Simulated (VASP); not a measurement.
# W (Fm-3m) in VASP: further runs

Runs on W. Level: PBEsol. Tasks: electric field gradients.

Everything below comes from runs of VASP 6.6.1. Logs are shortened: lines on timing, memory, paths and dates and some standing lists are left out, and cuts for length are marked.

## (1) The cell of the first run

Symmetry: Fm-3m, No. 225, cubic system. The conventional cell has a = 3.977 Å, b = 3.977 Å, c = 3.977 Å, α = 90.00°, β = 90.00°, γ = 90.00°. W (site symmetry m-3m) has 12 W at 2.81 Å within 3.7 Å.

This isn't the form of W at room conditions, which is bcc.

## (2) Electric field gradients, PBEsol (15.73 Å³/atom)

File INCAR:

```
SYSTEM = W
PREC = Accurate
ENCUT = 520
EDIFF = 1E-8
ISMEAR = -1
SIGMA = 0.05
LREAL = .FALSE.
LASPH = .TRUE.
NELM = 100
ALGO = Normal
ISIF = 2
LWAVE = .FALSE.
LCHARG = .FALSE.
GGA = PS
LEFG = .TRUE.
NBANDS = 13
```

File KPOINTS:

```
regular mesh
0
G
  14 14 14
  0 0 0
```

File POSCAR:

```
W
1.0
    0.0000000000      1.9885598007      1.9885598007
    1.9885598007      0.0000000000      1.9885598007
    1.9885598007      1.9885598007      0.0000000000
W
1
Direct
    0.0000000000      0.0000000000      0.0000000000
```

Potentials or basis: VASP PAW PBE potentials, release 64 (W_sv).

Run with:

```
$ cat potpaw_PBE.64/W_sv/POTCAR > POTCAR
$ mpirun -np 1 vasp_std > vasp.out
```

OUTCAR:

```text
SYSTEM = W
   PREC = Accurate
   ENCUT = 520
   EDIFF = 1E-8
   ISMEAR = -1
   LREAL = .FALSE.
   LASPH = .TRUE.
   NELM = 100
   ISIF = 2
   GGA = PS

 ion  position               nearest neighbor table
   1  0.000  0.000  0.000-

  LATTYP: Found a face centered cubic cell.
 ALAT       =     3.9771196014

  Lattice vectors:

 A1 = (   0.0000000000,   1.9885598007,   1.9885598007)
 A2 = (   1.9885598007,   0.0000000000,   1.9885598007)
 A3 = (   1.9885598007,   1.9885598007,   0.0000000000)

Analysis of symmetry for initial positions (statically):
=====================================================================
 Subroutine PRICEL returns:
 Original cell was already a primitive cell.

 Routine SETGRP: Setting up the symmetry group for a
 face centered cubic supercell.

 Subroutine GETGRP returns: Found 48 space group operations
 (whereof 48 operations were pure point group operations)
 out of a pool of 48 trial point group operations.

The static configuration has the point symmetry O_h .

Analysis of symmetry for dynamics (positions and initial velocities):
=====================================================================
 Subroutine PRICEL returns:
 Original cell was already a primitive cell.

 Routine SETGRP: Setting up the symmetry group for a
 face centered cubic supercell.

 Subroutine GETGRP returns: Found 48 space group operations
 (whereof 48 operations were pure point group operations)
 out of a pool of 48 trial point group operations.

The dynamic configuration has the point symmetry O_h .

 Subroutine INISYM returns: Found 48 space group operations
 (whereof 48 operations are pure point group operations),
 and found     1 'primitive' translations

----------------------------------------------------------------------------------------

                                     Primitive cell

  volume of cell :      15.7270

  direct lattice vectors                    reciprocal lattice vectors
     0.000000000  1.988559801  1.988559801    -0.251438252  0.251438252  0.251438252
[... 126 lines left out ...]
  ext. energy  EPLUGINS =         0.00000000
  ---------------------------------------------------
  free energy    TOTEN  =       -13.31008897 eV

  energy without entropy =      -13.30035870  energy(sigma->0) =      -13.30522383

 E-fermi :  10.8782     XC(G=0): -13.7960

 val. band max:       10.8675732956   @ k =  -0.1429   0.0714   0.0000
 cond. band min:      10.8940183798   @ k =   0.4286   0.3571   0.0714
 fundamental gap:      0.0264450842
 Fermi energy:        10.8781511099

 k-point     1 :       0.0000    0.0000    0.0000
  band No.  band energies     occupation
      1     -62.6421      2.00000
      2     -26.2093      2.00000
      3     -26.2093      2.00000
      4     -26.2093      2.00000
      5       1.6837      2.00000
      6      10.2927      1.99998
      7      10.2927      1.99998
      8      10.2927      1.99998
      9      13.6050      0.00000
     10      13.6050      0.00000
     11      23.7898      0.00000
     12      29.1836      0.00000
     13      29.1836      0.00000
[... 354 lines left out ...]
  band No.  band energies     occupation
      1     -62.5655      2.00000
      2     -26.8886      2.00000
      3     -26.3919      2.00000
      4     -26.3785      2.00000
      5       4.5229      2.00000
      6       8.4703      2.00000
      7      10.4816      1.99928
      8      11.5240      0.00000
      9      12.9843      0.00000
     10      14.7257      0.00000
     11      25.8214      0.00000
     12      28.9867      0.00000
     13      31.3404      0.00000

 [... further k-points ...]

------------------------ aborting loop because EDIFF is reached ----------------------------------------

  FORCE on cell =-STRESS in cart. coord.  units (eV):
  Direction    XX          YY          ZZ          XY          YZ          ZX
  --------------------------------------------------------------------------------------
  -------------------------------------------------------------------------------------
  Total        0.5687407      0.5687407      0.5687407      0.0000000     -0.0000000      0.0000000
  in kB       57.9400548     57.9400548     57.9400548      0.0000000     -0.0000000      0.0000000
  external PRESSURE =      57.9400548 kB  Pullay stress =       0.0000000 kB

 VOLUME and BASIS-vectors are now :
 -----------------------------------------------------------------------------
  energy-cutoff  :      520.00
  volume of cell :       15.73
      direct lattice vectors                 reciprocal lattice vectors
     0.000000000  1.988559801  1.988559801    -0.251438252  0.251438252  0.251438252
     1.988559801  0.000000000  1.988559801     0.251438252 -0.251438252  0.251438252
     1.988559801  1.988559801  0.000000000     0.251438252  0.251438252 -0.251438252

 POSITION                                       TOTAL-FORCE (eV/Angst)
 -----------------------------------------------------------------------------------
      0.00000      0.00000      0.00000         0.000000      0.000000      0.000000
 -----------------------------------------------------------------------------------
    total drift:                               -0.000000      0.000000      0.000000

  FREE ENERGIE OF THE ION-ELECTRON SYSTEM (eV)
  ---------------------------------------------------
  free  energy   TOTEN  =       -13.3100889655 eV

  energy  without entropy=      -13.3003586954  energy(sigma->0) =      -13.30522383

 Electric field gradients (V/A^2)
---------------------------------------------------------------------
 ion       V_xx      V_yy      V_zz      V_xy      V_xz      V_yz
---------------------------------------------------------------------
   1      -0.000     0.000     0.000     0.000     0.000     0.000
---------------------------------------------------------------------

 Electric field gradients after diagonalization (V/A^2)
 (convention: |V_zz| > |V_xx| > |V_yy|)
----------------------------------------------------------------------
 ion       V_xx      V_yy      V_zz     asymmetry (V_yy - V_xx)/ V_zz
----------------------------------------------------------------------
   1      -0.000    -0.000     0.000       0.000
----------------------------------------------------------------------

           NMR quadrupolar parameters

 Cq : quadrupolar parameter    Cq=e*Q*V_zz/h
 eta: asymmetry parameters     (V_yy - V_xx)/ V_zz
 Q  : nuclear electric quadrupole moment in mb (millibarn)
----------------------------------------------------------------------
 ion       Cq(MHz)       eta       Q (mb)
----------------------------------------------------------------------
   1       0.000       0.000       1.000
----------------------------------------------------------------------
```

Wall time 28 s (1 thread of Intel Xeon 8259CL, shared host); peak memory 0.15 GiB.

What came out:

- Free energy: -13.3101 eV
- Pressure: 5.8 GPa
- Band gap on the k mesh: zero (bands 7 and 8 overlap by 3.93 eV)
- Largest electric field gradient by atom: zero within the noise of the run

Caveat: the cell stands under pressure; the PAW data sets were made with another functional, which shifts forces and pressure a little; spin-orbit coupling is left out, which moves the levels of the heavy elements.

## (3) Electric field gradients, PBEsol (16.40 Å³/atom)

This run uses another cell than the first one, of 16.40 Å³/atom.

File INCAR:

```
PREC     = Accurate       # precision mode
ENCUT    = 520            # plane-wave cutoff, eV
EDIFF    = 1E-8           # SCF threshold, eV
ISMEAR   = -1             # smearing method
SIGMA    = 0.05           # smearing width, eV
LREAL    = False          # projectors in reciprocal space
LASPH    = True           # aspherical terms in the spheres
NELM     = 60             # most SCF steps
ALGO     = Normal         # electronic algorithm
ISIF     = 2              # what is computed and relaxed
LWAVE    = False          # write WAVECAR
LCHARG   = False          # write CHGCAR
GGA      = PS             # functional
LEFG     = True         
NBANDS   = 13             # bands
```

File KPOINTS:

```
Automatic mesh
0
Gamma
  14 14 14
```

File POSCAR:

```
W
1.0
    0.0000000000      2.0163754284      2.0163754284
    2.0163754284      0.0000000000      2.0163754284
    2.0163754284      2.0163754284      0.0000000000
W
1
Direct
    0.0000000000      0.0000000000      0.0000000000
```

Potentials or basis: VASP PAW PBE potentials, release 64 (W_sv).

Run with:

```
$ cat potpaw_PBE.64/W_sv/POTCAR > POTCAR
$ mpirun -np 1 vasp_std > vasp.out
```

OUTCAR:

```text
PREC = Accurate
   ENCUT = 520
   EDIFF = 1E-8
   ISMEAR = -1
   LREAL = False
   LASPH = True
   NELM = 60
   ISIF = 2
   GGA = PS

 ion  position               nearest neighbor table
   1  0.000  0.000  0.000-

  LATTYP: Found a face centered cubic cell.
 ALAT       =     4.0327508568

  Lattice vectors:

 A1 = (   0.0000000000,   2.0163754284,   2.0163754284)
 A2 = (   2.0163754284,   0.0000000000,   2.0163754284)
 A3 = (   2.0163754284,   2.0163754284,   0.0000000000)

Analysis of symmetry for initial positions (statically):
=====================================================================
 Subroutine PRICEL returns:
 Original cell was already a primitive cell.

 Routine SETGRP: Setting up the symmetry group for a
 face centered cubic supercell.

 Subroutine GETGRP returns: Found 48 space group operations
 (whereof 48 operations were pure point group operations)
 out of a pool of 48 trial point group operations.

The static configuration has the point symmetry O_h .

Analysis of symmetry for dynamics (positions and initial velocities):
=====================================================================
 Subroutine PRICEL returns:
 Original cell was already a primitive cell.

 Routine SETGRP: Setting up the symmetry group for a
 face centered cubic supercell.

 Subroutine GETGRP returns: Found 48 space group operations
 (whereof 48 operations were pure point group operations)
 out of a pool of 48 trial point group operations.

The dynamic configuration has the point symmetry O_h .

 Subroutine INISYM returns: Found 48 space group operations
 (whereof 48 operations are pure point group operations),
 and found     1 'primitive' translations

----------------------------------------------------------------------------------------

                                     Primitive cell

  volume of cell :      16.3962

  direct lattice vectors                    reciprocal lattice vectors
     0.000000000  2.016375428  2.016375428    -0.247969695  0.247969695  0.247969695
     2.016375428  0.000000000  2.016375428     0.247969695 -0.247969695  0.247969695
     2.016375428  2.016375428  0.000000000     0.247969695  0.247969695 -0.247969695

  length of vectors
     2.851585478  2.851585478  2.851585478     0.429496110  0.429496110  0.429496110

  position of ions in fractional coordinates (direct lattice)
     0.000000000  0.000000000  0.000000000

  ion indices of the primitive-cell ions
   primitive index   ion index
                 1           1

----------------------------------------------------------------------------------------

 KPOINTS: Automatic mesh

Automatic generation of k-mesh.
 Grid dimensions read from file:
 generate k-points for:   14   14   14

 Generating k-lattice:

  Cartesian coordinates                     Fractional coordinates (reciprocal lattice)
[... 70 lines left out ...]
   PSTRESS=    0.0 pullay stress
   NELECT =      14.0000    total number of electrons
   NUPDOWN=      -1.0000    fix difference up-down
   EMIN   =  10.00;   EMAX   =-10.00  energy-range for DOS
   EFERMI =   0.00;   METHOD = LEGACY
   ISMEAR =    -1;   SIGMA  =   0.05  broadening in eV -4-tet -1-fermi 0-gaus
   EFERMI_NEDOS =   21; number of points for ismear=-14 and -15
   IALGO  =     38    algorithm
   IMIX   =      4    mixing-type and parameters
     AMIX     =   0.40;   BMIX     =  1.00
     AMIX_MAG =   1.60;   BMIX_MAG =  1.00
  volume/ion in A,a.u.               =      16.40       110.65
  Fermi-wavevector in a.u.,A,eV,Ry     =   1.553112  2.934956 32.819388  2.412157
  Thomas-Fermi vector in A             =   2.657390
   LORBIT       =      0    0 simple, 1 ext, 2 COOP (PROOUT), +10 PAW based schemes
   GGA     = PS    functional components
   LHFCALC =     F    Hartree Fock is set to
   AEXX    =    0.0000 exact exchange contribution
   IVDW    =     0    specifies the selected vdW correction
   LEPSILON=     F    determine dielectric tensor
   LRPA    =     F    only Hartree local field effects (RPA)
 non-spin polarized calculation
  energy-cutoff  :      520.00
  volume of cell :       16.40
 maximum number of plane-waves:       459
 NGX is ok and might be reduce to    24
   NGX = 11   NGY = 11   NGZ = 11

 number of electron      14.0000002 magnetization

 Free energy of the ion-electron system (eV)
  ---------------------------------------------------
  ext. energy  EPLUGINS =         0.00000000
  ---------------------------------------------------
  free energy    TOTEN  =       -13.30739718 eV

  energy without entropy =      -13.29716719  energy(sigma->0) =      -13.30228218

 E-fermi :  10.3071     XC(G=0): -13.5616

 val. band max:       10.2948888347   @ k =   0.2143   0.0714   0.0000
 cond. band min:      10.3140536542   @ k =  -0.1429   0.0714   0.0000
 fundamental gap:      0.0191648194
 Fermi energy:        10.3071239425

 k-point     1 :       0.0000    0.0000    0.0000
  band No.  band energies     occupation
      1     -63.3011      2.00000
      2     -26.9257      2.00000
      3     -26.9257      2.00000
      4     -26.9257      2.00000
      5       1.3201      2.00000
      6       9.7671      1.99996
      7       9.7671      1.99996
      8       9.7671      1.99996
      9      12.8871      0.00000
     10      12.8871      0.00000
     11      23.1601      0.00000
     12      28.3443      0.00000
     13      28.3443      0.00000
[... 354 lines left out ...]
  band No.  band energies     occupation
      1     -63.2376      2.00000
      2     -27.5142      2.00000
      3     -27.0850      2.00000
      4     -27.0732      2.00000
      5       4.0547      2.00000
      6       8.0341      2.00000
      7       9.9569      1.99819
      8      10.9306      0.00001
      9      12.3065      0.00000
     10      13.9467      0.00000
     11      24.9627      0.00000
     12      27.9589      0.00000
     13      30.1690      0.00000

 [... further k-points ...]

------------------------ aborting loop because EDIFF is reached ----------------------------------------

  FORCE on cell =-STRESS in cart. coord.  units (eV):
  Direction    XX          YY          ZZ          XY          YZ          ZX
  --------------------------------------------------------------------------------------
  -------------------------------------------------------------------------------------
  Total       -0.6966671     -0.6966671     -0.6966671     -0.0000000     -0.0000000      0.0000000
  in kB      -68.0756360    -68.0756360    -68.0756360     -0.0000000     -0.0000000      0.0000000
  external PRESSURE =     -68.0756360 kB  Pullay stress =       0.0000000 kB

 VOLUME and BASIS-vectors are now :
 -----------------------------------------------------------------------------
  energy-cutoff  :      520.00
  volume of cell :       16.40
      direct lattice vectors                 reciprocal lattice vectors
     0.000000000  2.016375428  2.016375428    -0.247969695  0.247969695  0.247969695
     2.016375428  0.000000000  2.016375428     0.247969695 -0.247969695  0.247969695
     2.016375428  2.016375428  0.000000000     0.247969695  0.247969695 -0.247969695

 POSITION                                       TOTAL-FORCE (eV/Angst)
 -----------------------------------------------------------------------------------
      0.00000      0.00000      0.00000         0.000000      0.000000     -0.000000
 -----------------------------------------------------------------------------------
    total drift:                                0.000000      0.000000      0.000000

  FREE ENERGIE OF THE ION-ELECTRON SYSTEM (eV)
  ---------------------------------------------------
  free  energy   TOTEN  =       -13.3073971827 eV

  energy  without entropy=      -13.2971671865  energy(sigma->0) =      -13.30228218

 Electric field gradients (V/A^2)
---------------------------------------------------------------------
 ion       V_xx      V_yy      V_zz      V_xy      V_xz      V_yz
---------------------------------------------------------------------
   1      -0.000    -0.000     0.000    -0.000    -0.000    -0.000
---------------------------------------------------------------------

 Electric field gradients after diagonalization (V/A^2)
 (convention: |V_zz| > |V_xx| > |V_yy|)
----------------------------------------------------------------------
 ion       V_xx      V_yy      V_zz     asymmetry (V_yy - V_xx)/ V_zz
----------------------------------------------------------------------
   1       0.000     0.000    -0.000       0.000
----------------------------------------------------------------------

           NMR quadrupolar parameters

 Cq : quadrupolar parameter    Cq=e*Q*V_zz/h
 eta: asymmetry parameters     (V_yy - V_xx)/ V_zz
 Q  : nuclear electric quadrupole moment in mb (millibarn)
----------------------------------------------------------------------
 ion       Cq(MHz)       eta       Q (mb)
----------------------------------------------------------------------
   1      -0.000       0.000       1.000
----------------------------------------------------------------------
```

It took 28 s on 1 thread of Intel Xeon 8259CL, shared host; peak memory 0.15 GiB.

Results:

| Item | Value |
| --- | --- |
| Free energy | -13.3074 eV |
| Pressure | -6.8 GPa |
| Band gap on the k mesh | zero (bands 7 and 8 overlap by 3.63 eV) |
| Largest electric field gradient by atom | zero within the noise of the run |

Levels at points of the mesh, in eV from the Fermi level:
```tsv
k point	band 5	band 6	band 7	band 8	band 9	band 10
(0.00, 0.00, 0.00)	-8.99	-0.54	-0.54	-0.54	2.58	2.58
(0.50, 0.00, 0.00)	-5.59	-0.77	-0.77	0.68	5.08	5.08
(0.50, 0.50, 0.00)	-5.48	-4.50	3.09	5.03	5.82	5.82
```

Caveat: the cell stands under tension; the PAW data sets were made with another functional, which shifts forces and pressure a little; spin-orbit coupling is left out, which moves the levels of the heavy elements.

(Continued in part 2 of 2.)
